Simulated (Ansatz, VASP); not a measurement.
# Lu in VASP and in Ansatz

```
Lu
1.0
     0.00000    3.82446    3.82446
     3.82446    0.00000    3.82446
     3.82446    3.82446    0.00000
Lu
2
Direct
  0.12500 0.12500 0.12500
  0.87500 0.87500 0.87500
```

Alike in both runs: task single point; functional r2SCAN; k mesh 8 × 8 × 8; occupations fermi-dirac, width 0.1 eV; no spin polarisation.

|  | VASP | Ansatz |
| --- | --- | --- |
| version | VASP 6.6.1 | Ansatz 0.2.0 |
| potentials or method | VASP PAW PBE potentials, release 64 (Lu), cutoff 520 eV | plane waves (500 eV) with PAW, scalar-relativistic |
| valence electrons in the cell | 50 | 50 |

|  | VASP | Ansatz | Ansatz less VASP |
| --- | --- | --- | --- |
| pressure (GPa) | -1.1 | -1.2 | -0.10 |

VASP's potentials were made for PBE, not for r2SCAN. With one functional, cell and mesh, what is left measures potentials, basis and numerics.

Spin-orbit coupling is off throughout.
